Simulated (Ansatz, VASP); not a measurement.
**Two plane-wave programs on KF**

```xyz
2
Lattice="3.5404 0.0000 0.0000 0.0000 3.5404 0.0000 0.0000 0.0000 2.7615" Properties=species:S:1:pos:R:3 pbc="T T T"
K     0.0000    0.0000    0.0000
F     1.7702    1.7702    1.3807
```

Alike in both runs: task single point; functional PBE; k mesh 8 × 8 × 8; occupations gaussian, width 0.05 eV; no spin polarisation.

|  | VASP | Ansatz |
| --- | --- | --- |
| version | VASP 6.6.1 | Ansatz 0.2.0 |
| potentials or method | VASP PAW PBE potentials, release 64 (K_sv, F), cutoff 520 eV | scalar-relativistic, plane waves, PAW |
| valence electrons in the cell | 16 | 16 |

|  | VASP | Ansatz | Ansatz less VASP |
| --- | --- | --- | --- |
| gap on the k mesh at the Fermi level (eV) | 5.19 | 5.21 | +0.018 |
| least direct gap on the mesh (eV) | 5.22 | 5.24 | +0.017 |
| pressure (GPa) | 1.1 | 1.0 | -0.03 |
| traceless stress, the component that is largest in VASP (GPa) | 16.47 | 16.34 | -0.125 |

With one functional, cell and mesh, what is left measures potentials, basis and numerics.
